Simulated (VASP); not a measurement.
# Ga3Se (P4/mmm) in VASP: notebook

The runs below take Ga3Se through single point, with PBE+D3(BJ).

Everything below comes from runs of VASP 6.6.1. Logs are shortened: lines on timing, memory, paths and dates and some standing lists are left out, and cuts for length are marked.

### 1 The cell of the first run

Symmetry: P4/mmm, No. 123, tetragonal system. The conventional cell has a = 4.324 Å, b = 4.324 Å, c = 4.194 Å, α = 90.00°, β = 90.00°, γ = 90.00°. Within 4.0 Å of Ga (site symmetry mmm) lie 8 Ga at 3.01 to 3.06 Å and 4 Se at 3.01 Å. Within 4.0 Å of Ga (site symmetry 4/mmm) lie 8 Ga at 3.01 Å and 4 Se at 3.06 Å. Within 4.0 Å of Se (site symmetry 4/mmm) lie 12 Ga at 3.01 to 3.06 Å.

### 2 Single point, PBE+D3(BJ) (strain +0.000 along x and y, -0.030 along z)

The input, INCAR:

```
SYSTEM = Ga3Se
PREC     = Accurate       ! precision mode
ENCUT    = 520            ! plane-wave cutoff, eV
EDIFF    = 1E-6           ! SCF threshold, eV
ISMEAR   = 0              ! smearing method
SIGMA    = 0.15           ! smearing width, eV
LREAL    = .FALSE.        ! projectors in reciprocal space
LASPH    = .TRUE.         ! aspherical terms in the spheres
NELM     = 60             ! most SCF steps
ALGO     = Normal         ! electronic algorithm
ISIF     = 2              ! what is computed and relaxed
LWAVE    = .FALSE.        ! write WAVECAR
LCHARG   = .FALSE.        ! write CHGCAR
GGA      = PE             ! functional
IVDW     = 12             ! dispersion correction
NBANDS   = 30             ! bands
```

The input, KPOINTS:

```
regular mesh
0
G
  12 12 12
  0 0 0
```

The input, POSCAR:

```
Ga3Se
1.0
    4.3236103157      0.0000000000      0.0000000000
    0.0000000000      4.3236103157      0.0000000000
    0.0000000000      0.0000000000      4.1939020062
Ga Se
3 1
Direct
    0.0000000000      0.5000000000      0.5000000000
    0.5000000000      0.0000000000      0.5000000000
    0.5000000000      0.5000000000      0.0000000000
    0.0000000000      0.0000000000      0.0000000000
```

Potentials or basis: VASP PAW PBE potentials, release 64 (Ga_d, Se).

Command:

```console
cat potpaw_PBE.64/Ga_d/POTCAR potpaw_PBE.64/Se/POTCAR > POTCAR
mpirun -np 1 vasp_std > vasp.out
```

OUTCAR:

```text
SYSTEM = Ga3Se
   PREC = Accurate
   ENCUT = 520
   EDIFF = 1E-6
   ISMEAR = 0
   LREAL = .FALSE.
   LASPH = .TRUE.
   NELM = 60
   ISIF = 2
   GGA = PE
   IVDW = 12
 IVDW          = 12

 ion  position               nearest neighbor table
   1  0.000  0.500  0.500-
   2  0.500  0.000  0.500-
   3  0.500  0.500  0.000-
   4  0.000  0.000  0.000-

  LATTYP: Found a simple tetragonal cell.
 ALAT       =     4.3236103157
 C/A-ratio  =     0.9700000000

  Lattice vectors:

 A1 = (   4.3236103157,   0.0000000000,   0.0000000000)
 A2 = (   0.0000000000,   4.3236103157,   0.0000000000)
 A3 = (   0.0000000000,   0.0000000000,   4.1939020062)

Analysis of symmetry for initial positions (statically):
=====================================================================
 Subroutine PRICEL returns:
 Original cell was already a primitive cell.

 Routine SETGRP: Setting up the symmetry group for a
 simple tetragonal supercell.

 Subroutine GETGRP returns: Found 16 space group operations
 (whereof 16 operations were pure point group operations)
 out of a pool of 16 trial point group operations.

The static configuration has the point symmetry D_4h.

Analysis of symmetry for dynamics (positions and initial velocities):
=====================================================================
 Subroutine PRICEL returns:
 Original cell was already a primitive cell.

 Routine SETGRP: Setting up the symmetry group for a
 simple tetragonal supercell.

 Subroutine GETGRP returns: Found 16 space group operations
 (whereof 16 operations were pure point group operations)
 out of a pool of 16 trial point group operations.

The dynamic configuration has the point symmetry D_4h.

 Subroutine INISYM returns: Found 16 space group operations
 (whereof 16 operations are pure point group operations),
 and found     1 'primitive' translations

----------------------------------------------------------------------------------------

                                     Primitive cell

  volume of cell :      78.3992

  direct lattice vectors                    reciprocal lattice vectors
     4.323610316  0.000000000  0.000000000     0.231288189  0.000000000  0.000000000
     0.000000000  4.323610316  0.000000000     0.000000000  0.231288189  0.000000000
     0.000000000  0.000000000  4.193902006     0.000000000  0.000000000  0.238441432

  length of vectors
     4.323610316  4.323610316  4.193902006     0.231288189  0.231288189  0.238441432

  position of ions in fractional coordinates (direct lattice)
     0.000000000  0.500000000  0.500000000
     0.500000000  0.000000000  0.500000000
     0.500000000  0.500000000  0.000000000
     0.000000000  0.000000000  0.000000000

  ion indices of the primitive-cell ions
   primitive index   ion index
                 1           1
                 2           2
                 3           3
                 4           4

----------------------------------------------------------------------------------------

 KPOINTS: regular mesh

Automatic generation of k-mesh.
 Grid dimensions read from file:
 generate k-points for:   12   12   12

 Generating k-lattice:

  Cartesian coordinates                     Fractional coordinates (reciprocal lattice)
     0.019274016  0.000000000  0.000000000     0.083333333  0.000000000  0.000000000
     0.000000000  0.019274016  0.000000000     0.000000000  0.083333333  0.000000000
     0.000000000  0.000000000  0.019870119     0.000000000  0.000000000  0.083333333

  Length of vectors
     0.019274016  0.019274016  0.019870119

  Shift w.r.t. Gamma in fractional coordinates (k-lattice)
     0.000000000  0.000000000  0.000000000

 Subroutine IBZKPT returns following result:
 ===========================================

 Found    196 irreducible k-points:

 Following reciprocal coordinates:
            Coordinates               Weight
  0.000000  0.000000  0.000000      1.000000
  0.083333  0.000000  0.000000      4.000000
  0.166667  0.000000  0.000000      4.000000
  0.250000  0.000000  0.000000      4.000000
  0.333333  0.000000  0.000000      4.000000
  0.416667  0.000000  0.000000      4.000000
[... 16 lines left out ...]
  0.333333  0.333333  0.000000      4.000000
  0.416667  0.333333  0.000000      8.000000
 [... further k-points ...]
   k-points           NKPTS =    196   k-points in BZ     NKDIM =    196   number of bands    NBANDS=     30
   number of dos      NEDOS =    301   number of ions     NIONS =      4
   total plane-waves  NPLWV =  32768
   dimension x,y,z NGX =    32 NGY =   32 NGZ =   32
   dimension x,y,z NGXF=    64 NGYF=   64 NGZF=   64
   ions per type =               3   1
   NGX,Y,Z   is equivalent  to a cutoff of  12.30, 12.30, 12.68 a.u.
   NGXF,Y,Z  is equivalent  to a cutoff of  24.61, 24.61, 25.37 a.u.
 SYSTEM =  Ga3Se
   PREC   = accura    normal or accurate (medium, high low for compatibility)
   ISTART =      0    job   : 0-new  1-cont  2-samecut
   ICHARG =      2    charge: 1-file 2-atom 10-const
   ISPIN  =      1    spin polarized calculation?
   LNONCOLLINEAR =      F non collinear calculations
   LSORBIT =      F    spin-orbit coupling
   LASPH  =      T    aspherical Exc in radial PAW
   ENCUT  =  520.0 eV  38.22 Ry    6.18 a.u.   8.04  8.04  7.80*2*pi/ulx,y,z
   NELM   =     60;   NELMIN=  2; NELMDL= -5     # of ELM steps
   EDIFF  = 0.1E-05   stopping-criterion for ELM
   LREAL  =      F    real-space projection
   EDIFFG = 0.1E-04   stopping-criterion for IOM
   NSW    =      0    number of steps for IOM
   IBRION =     -1    ionic relax: 0-MD 1-quasi-New 2-CG
   NFREE  =      0    steps in history (QN), initial steepest desc. (CG)
   ISIF   =      2    stress and relaxation
   ISYM   =      2    0-nonsym 1-usesym 2-fastsym
   POTIM  = 0.5000    time-step for ionic-motion
   TEBEG  =    0.0;   TEEND  =   0.0 temperature during run
   PSTRESS=    0.0 pullay stress
   NELECT =      45.0000    total number of electrons
   NUPDOWN=      -1.0000    fix difference up-down
   EMIN   =  10.00;   EMAX   =-10.00  energy-range for DOS
   EFERMI =   0.00;   METHOD = LEGACY
   ISMEAR =     0;   SIGMA  =   0.15  broadening in eV -4-tet -1-fermi 0-gaus
   EFERMI_NEDOS =   21; number of points for ismear=-14 and -15
   IALGO  =     38    algorithm
   IMIX   =      4    mixing-type and parameters
     AMIX     =   0.40;   BMIX     =  1.00
     AMIX_MAG =   1.60;   BMIX_MAG =  1.00
  volume/ion in A,a.u.               =      19.60       132.27
  Fermi-wavevector in a.u.,A,eV,Ry     =   1.360531  2.571031 25.185003  1.851045
  Thomas-Fermi vector in A             =   2.487185
   LORBIT       =      0    0 simple, 1 ext, 2 COOP (PROOUT), +10 PAW based schemes
   GGA     = PE    functional components
   LHFCALC =     F    Hartree Fock is set to
   AEXX    =    0.0000 exact exchange contribution
   IVDW    =    12    specifies the selected vdW correction
   LEPSILON=     F    determine dielectric tensor
   LRPA    =     F    only Hartree local field effects (RPA)
 non-spin polarized calculation
 Gauss-broadening in eV      SIGMA  =   0.15
  energy-cutoff  :      520.00
  volume of cell :       78.40
 maximum number of plane-waves:      2140
   NGX = 17   NGY = 17   NGZ = 15

 number of electron      45.0000014 magnetization

 Free energy of the ion-electron system (eV)
  ---------------------------------------------------
  ext. energy  EPLUGINS =         0.00000000
  ---------------------------------------------------
  free energy    TOTEN  =       -12.33665799 eV

  energy without entropy =      -12.32054715  energy(sigma->0) =      -12.32860257

 E-fermi :   5.6140     XC(G=0): -10.7757

 val. band max:        5.6108753447   @ k =   0.4167   0.0000   0.4167
 cond. band min:       5.6234547301   @ k =   0.2500   0.2500   0.5000
 fundamental gap:      0.0125793854
 Fermi energy:         5.6139689744

 k-point     1 :       0.0000    0.0000    0.0000
  band No.  band energies     occupation
      1      -9.5404      2.00000
      2      -9.4762      2.00000
      3      -9.4762      2.00000
      4      -9.4630      2.00000
      5      -9.4164      2.00000
      6      -9.4001      2.00000
[... 22 lines left out ...]
     29      11.8806      0.00000
     30      12.6679      0.00000

 k-point     2 :       0.0833    0.0000    0.0000
  band No.  band energies     occupation
      1      -9.5330      2.00000
      2      -9.4752      2.00000
      3      -9.4716      2.00000
      4      -9.4589      2.00000
      5      -9.4150      2.00000
      6      -9.3974      2.00000
[... 22 lines left out ...]
     29      12.1639      0.00000
     30      13.0732      0.00000

 k-point     3 :       0.1667    0.0000    0.0000
  band No.  band energies     occupation
      1      -9.5121      2.00000
      2      -9.4723      2.00000
      3      -9.4581      2.00000
      4      -9.4472      2.00000
      5      -9.4117      2.00000
      6      -9.3890      2.00000
[... 22 lines left out ...]
     29      12.7792      0.00000
     30      13.2086      0.00000

 k-point     4 :       0.2500    0.0000    0.0000
  band No.  band energies     occupation
      1      -9.4813      2.00000
      2      -9.4683      2.00000
      3      -9.4367      2.00000
      4      -9.4286      2.00000
      5      -9.4078      2.00000
      6      -9.3751      2.00000
[... 616 lines left out ...]
     29      10.0406      0.00000
     30      12.4006      0.00000

 k-point    23 :       0.3333    0.3333    0.0000
  band No.  band energies     occupation
      1      -9.4264      2.00000
      2      -9.4139      2.00000
      3      -9.3801      2.00000
      4      -9.3789      2.00000
      5      -9.3753      2.00000
      6      -9.3591      2.00000
[... 22 lines left out ...]
     29      10.3671      0.00000
     30      10.5632      0.00000

 k-point    24 :       0.4167    0.3333    0.0000
  band No.  band energies     occupation
      1      -9.4179      2.00000
      2      -9.4017      2.00000
      3      -9.3848      2.00000
      4      -9.3729      2.00000
      5      -9.3710      2.00000
      6      -9.3468      2.00000
[... 22 lines left out ...]
     29      10.4621      0.00000
     30      11.6110      0.00000

 [... further k-points ...]

------------------------ aborting loop because EDIFF is reached ----------------------------------------

 Edisp (eV)   -1.30470

 E8    (eV) :    -0.5868

  FORCE on cell =-STRESS in cart. coord.  units (eV):
  Direction    XX          YY          ZZ          XY          YZ          ZX
  --------------------------------------------------------------------------------------
  -------------------------------------------------------------------------------------
  Total       0.78283     0.78283     0.82222     0.00000     0.00000     0.00000
  in kB      15.99813    15.99813    16.80304     0.00000     0.00000     0.00000
  external pressure =       16.27 kB  Pullay stress =        0.00 kB

 VOLUME and BASIS-vectors are now :
 -----------------------------------------------------------------------------
  energy-cutoff  :      520.00
  volume of cell :       78.40
      direct lattice vectors                 reciprocal lattice vectors
     4.323610316  0.000000000  0.000000000     0.231288189  0.000000000  0.000000000
     0.000000000  4.323610316  0.000000000     0.000000000  0.231288189  0.000000000
     0.000000000  0.000000000  4.193902006     0.000000000  0.000000000  0.238441432

 POSITION                                       TOTAL-FORCE (eV/Angst)
 -----------------------------------------------------------------------------------
      0.00000      2.16181      2.09695         0.000000      0.000000      0.000000
      2.16181      0.00000      2.09695         0.000000      0.000000      0.000000
      2.16181      2.16181      0.00000         0.000000      0.000000      0.000000
      0.00000      0.00000      0.00000         0.000000      0.000000      0.000000
 -----------------------------------------------------------------------------------
    total drift:                                0.000000     -0.000000     -0.000000

  FREE ENERGIE OF THE ION-ELECTRON SYSTEM (eV)
  ---------------------------------------------------
  free  energy   TOTEN  =       -13.6413624052 eV

  energy  without entropy=      -13.6252515656  energy(sigma->0) =      -13.63330699
```

Wall time 4.2 min (1 thread of Intel Xeon Platinum 8259CL at 2.50GHz (Skylake/Cascade Lake), shared host); peak memory 0.47 GiB.

What came out:

| Property | Result |
| --- | --- |
| Free energy | -13.6414 eV |
| Pressure | 1.6 GPa |
| Band gap on the k mesh | zero (an odd number of electrons rules out a gap without spin polarisation) |
| Dispersion energy per atom | -0.326 eV |

Stress tensor (GPa, compression positive):
```
1.60 0.00 0.00
0.00 1.60 0.00
0.00 0.00 1.68
```

Levels at points of the mesh, in eV from the Fermi level:
```
           k point  band 20  band 21  band 22  band 23  band 24  band 25
(0.00, 0.00, 0.00)    -4.04    -2.90    -2.49     1.68     1.68     1.80
(0.50, 0.00, 0.00)    -3.04    -1.84    -1.01    -0.62    -0.25     1.04
(0.50, 0.50, 0.00)    -2.35    -0.69    -0.30    -0.30     1.75     1.75
(0.00, 0.00, 0.50)    -3.16    -1.93    -1.24    -0.49    -0.49     0.83
(0.50, 0.00, 0.50)    -2.48    -1.00    -0.67    -0.61     1.46     1.49
(0.50, 0.50, 0.50)    -5.19    -5.19    -5.18    -3.93     4.27     4.27
```

Caveat: the cell differs from its parent crystal (strain +0.000 along x and y, -0.030 along z).

### 3 Single point, PBE+D3(BJ) (strain -0.015 along x and y, +0.000 along z)

The input, INCAR:

```
PREC = Accurate
ENCUT = 520
EDIFF = 1E-6
ISMEAR = 0
SIGMA = 0.15
LREAL = False
LASPH = True
NELM = 100
ALGO = Normal
ISIF = 2
LWAVE = False
LCHARG = True
GGA = PE
IVDW = 12
LELF = True
LVHAR = True
NBANDS = 30
```

The input, KPOINTS:

```
regular mesh
0
Gamma
  12 12 12
```

The input, POSCAR:

```
Ga3Se
1.0
    4.2587561610      0.0000000000      0.0000000000
    0.0000000000      4.2587561610      0.0000000000
    0.0000000000      0.0000000000      4.3236103157
Ga Se
3 1
Direct
    0.0000000000      0.5000000000      0.5000000000
    0.5000000000      0.0000000000      0.5000000000
    0.5000000000      0.5000000000      0.0000000000
    0.0000000000      0.0000000000      0.0000000000
```

Potentials or basis: VASP PAW PBE potentials, release 64 (Ga_d, Se).

Command:

```console
cat potpaw_PBE.64/Ga_d/POTCAR potpaw_PBE.64/Se/POTCAR > POTCAR
mpirun -np 1 vasp_std > vasp.out
```

Wall time 4.2 min (1 thread of Intel Xeon Platinum 8259CL at 2.50GHz (Skylake/Cascade Lake), shared host); peak memory 0.47 GiB.

Results (log left out):

| Property | Result |
| --- | --- |
| Free energy | -13.6417 eV |
| Pressure | 1.6 GPa |
| Band gap on the k mesh | zero (an odd number of electrons rules out a gap without spin polarisation) |
| Dispersion energy per atom | -0.326 eV |

Levels at points of the mesh, in eV from the Fermi level:
| k point | band 18 | band 19 | band 20 | band 21 | band 22 | band 23 | band 24 | band 25 | band 26 | band 27 |
| --- | --- | --- | --- | --- | --- | --- | --- | --- | --- | --- |
| (0.00, 0.00, 0.00) | -4.31 | -4.18 | -4.18 | -2.80 | -2.60 | 1.70 | 1.74 | 1.74 | 4.65 | 4.69 |
| (0.50, 0.00, 0.00) | -5.32 | -3.22 | -3.11 | -1.86 | -1.15 | -0.55 | -0.38 | 0.93 | 4.45 | 4.49 |
| (0.50, 0.50, 0.00) | -7.32 | -6.76 | -2.48 | -1.00 | -0.64 | -0.64 | 1.46 | 1.51 | 1.51 | 1.83 |
| (0.00, 0.00, 0.50) | -5.27 | -3.16 | -3.16 | -1.74 | -1.12 | -0.44 | -0.44 | 1.03 | 4.41 | 4.61 |
| (0.50, 0.00, 0.50) | -7.36 | -6.82 | -2.42 | -0.85 | -0.49 | -0.45 | 1.61 | 1.63 | 1.71 | 1.95 |
| (0.50, 0.50, 0.50) | -5.52 | -5.48 | -5.20 | -5.19 | -5.19 | -3.93 | 4.28 | 4.51 | 4.51 | 9.21 |

Caveat: the cell differs from its parent crystal (strain -0.015 along x and y, +0.000 along z).
